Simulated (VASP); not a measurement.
Fe: vibrations by perturbation theory with LDA

Fe:

```
Fe
1.0
    -1.44300    1.44300    1.44300
     1.44300   -1.44300    1.44300
     1.44300    1.44300   -1.44300
Fe
1
Direct
  0.00000 0.00000 0.00000
```

```json
{"Program": "VASP 6.6.1", "Task": "vibrations by perturbation theory", "Functional": "LDA", "Potentials or basis": "VASP PAW LDA potentials, release 64 (Fe)", "Cutoff": "520 eV", "k mesh": "10 × 10 × 10", "Occupations": "fermi-dirac, width 0.05 eV", "Spin": "collinear spin, ferromagnetic start", "Starting moments": "[3.0] μB", "Dipole correction": "no", "Further INCAR settings": "ALGO = Normal; EDIFF = 1e-08; IBRION = 8; NSW = 1"}
```

```yaml
Net_moment: 2.15 μB per cell
Site_moments: Fe +2.13 μB
Valence_electrons_inside_the_program's_atomic_spheres: Fe 7.17
```

Wall time 25 s on 1 thread of Intel(R) Xeon(R) 6975P-C (Granite Rapids), with other jobs on the host, peak memory 0.16 GiB.

Caveat: some modes are imaginary.
